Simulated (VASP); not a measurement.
Runs of VASP 6.6.1 on Hf2S. The structure is that of space group P6_3/mmc (No. 194), or close to it. The cells are those of the table. 

```tsv
task	cell	k mesh	cutoff (eV)	smearing	gap on the mesh (eV)	pressure (GPa)	largest force (eV/Å)
single point	a = 3.196, b = 3.196, c = 11.979 Å, angles 90.0, 90.0, 120.0°, 6 atoms	12 × 12 × 4	520	gaussian 0.1 eV	none	8.8	0.05
single point	a = 3.246, b = 3.246, c = 11.928 Å, angles 90.0, 90.0, 120.0°, 6 atoms	12 × 12 × 4	520	gaussian 0.1 eV	none	4.5	0.01
single point	a = 3.196, b = 3.196, c = 12.055 Å, angles 90.0, 90.0, 120.0°, 6 atoms	12 × 12 × 4	520	gaussian 0.1 eV	none	7.5	0.01
relaxation of shape and atoms at fixed volume	relaxed from a = 3.230, b = 3.230, c = 11.395 Å, angles 90.0, 90.0, 120.0°, 6 atoms	12 × 12 × 4	600	gaussian 0.1 eV	none	15.5	-
single point	a = 3.314, b = 3.314, c = 11.658 Å, angles 90.0, 90.0, 120.0°, 6 atoms	12 × 12 × 4	520	fermi-dirac 0.15 eV	none	2.5	-
relaxation of shape and atoms at fixed volume	relaxed from a = 3.272, b = 3.272, c = 11.470 Å, angles 90.0, 90.0, 120.0°, 6 atoms	12 × 12 × 4	600	gaussian 0.1 eV	none	9.4	0.01
single point	a = 3.246, b = 3.246, c = 11.874 Å, angles 90.0, 90.0, 120.0°, 6 atoms	12 × 12 × 4	520	gaussian 0.1 eV	none	5.4	0.08
single point	a = 3.374, b = 3.374, c = 11.717 Å, angles 90.0, 90.0, 120.0°, 6 atoms	6 × 6 × 2	520	gaussian 0.1 eV	none	-3.4	0.24
single point	a = 3.296, b = 3.296, c = 11.769 Å, angles 90.0, 90.0, 120.0°, 6 atoms	12 × 12 × 4	520	gaussian 0.1 eV	none	(b)	(a)
single point	a = 3.347, b = 3.347, c = 11.664 Å, angles 90.0, 90.0, 120.0°, 6 atoms	12 × 12 × 4	520	gaussian 0.1 eV	none	-0.4	0.01
single point	a = 3.296, b = 3.296, c = 11.797 Å, angles 90.0, 90.0, 120.0°, 6 atoms	12 × 12 × 4	520	gaussian 0.1 eV	none	1.9	0.01
single point	a = 3.340, b = 3.340, c = 11.709 Å, angles 90.0, 90.0, 120.0°, 6 atoms	12 × 12 × 4	520	fermi-dirac 0.15 eV	none	-0.4	-
```

Alike in all rows: level PBEsol; potentials or basis VASP PAW PBE potentials, release 64 (Hf_pv, S); no spin polarisation.

Question: Estimate the missing entries.

Answer: (a) 0.09; (b) 2.3.

Caveats: the PAW data sets were made with another functional, which shifts forces and pressure a little; spin-orbit coupling is left out, which moves the levels of the heavy elements.

A k mesh can miss the band edges, and the runs leave out spin-orbit coupling on Hf.

A gap of «none» marks levels without a gap at the run's occupations.
